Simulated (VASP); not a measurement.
**TiAl3: single point with PBEsol**

TiAl3:

```
CELL_PARAMETERS angstrom
4.06680 0.00000 0.00000
0.00000 4.06680 0.00000
0.00000 0.00000 3.94834
ATOMIC_POSITIONS crystal
Ti 0.00000 0.00000 0.00000
Al 0.50000 0.50000 0.00000
Al 0.50000 0.00000 0.50000
Al 0.00000 0.50000 0.50000
```

This cell differs from its parent crystal: strain +0.030 along x and y, +0.000 along z.

* Program: VASP 6.6.1
* Task: single point
* Functional: PBEsol
* Potentials or basis: VASP PAW PBE potentials, release 64 (Ti_sv, Al)
* Cutoff: 520 eV
* k mesh: 12 × 12 × 12
* Occupations: gaussian, width 0.15 eV
* Spin: no spin polarisation
* Dipole correction: no
* Further INCAR settings: ALGO = Fast; EDIFF = 1e-07; NBANDS = 18

The pressure is -5.7 GPa and the band gap on the k mesh is zero (an odd number of electrons rules out a gap without spin polarisation).

Stress tensor (GPa, compression positive):
```
-6.74  0.00  0.00
 0.00 -6.74  0.00
 0.00  0.00 -3.59
```

Levels at points of the mesh, in eV from the Fermi level:
```
           k point  band 6  band 7  band 8  band 9  band 10  band 11  band 12  band 13  band 14  band 15
(0.00, 0.00, 0.00)   -3.13   -2.87   -2.25   -2.25    -1.82     0.11     0.19     0.19     0.73     3.67
(0.50, 0.00, 0.00)   -7.81   -2.26   -2.04   -1.97     0.39     0.55     0.78     0.79     0.95     1.38
(0.50, 0.50, 0.00)   -6.10   -6.10   -4.89   -1.08    -1.08     0.73     0.75     0.97     1.30     3.66
(0.00, 0.00, 0.50)   -7.72   -2.23   -2.23   -2.11     0.37     0.60     0.60     0.93     1.00     1.03
(0.50, 0.00, 0.50)   -5.99   -5.92   -4.87   -1.29    -1.21     0.52     0.79     1.01     1.14     3.23
(0.50, 0.50, 0.50)   -5.04   -5.02   -4.77   -3.44    -3.44    -3.33     0.09     1.05     1.20     2.52
```

Wall time 13 min on 1 thread of Intel Xeon 8259CL, with other jobs on the host, peak memory 0.34 GiB.

Caveat: the cell differs from its parent crystal (strain +0.030 along x and y, +0.000 along z); the cell stands under tension; the PAW data sets were made with another functional, which shifts forces and pressure a little.
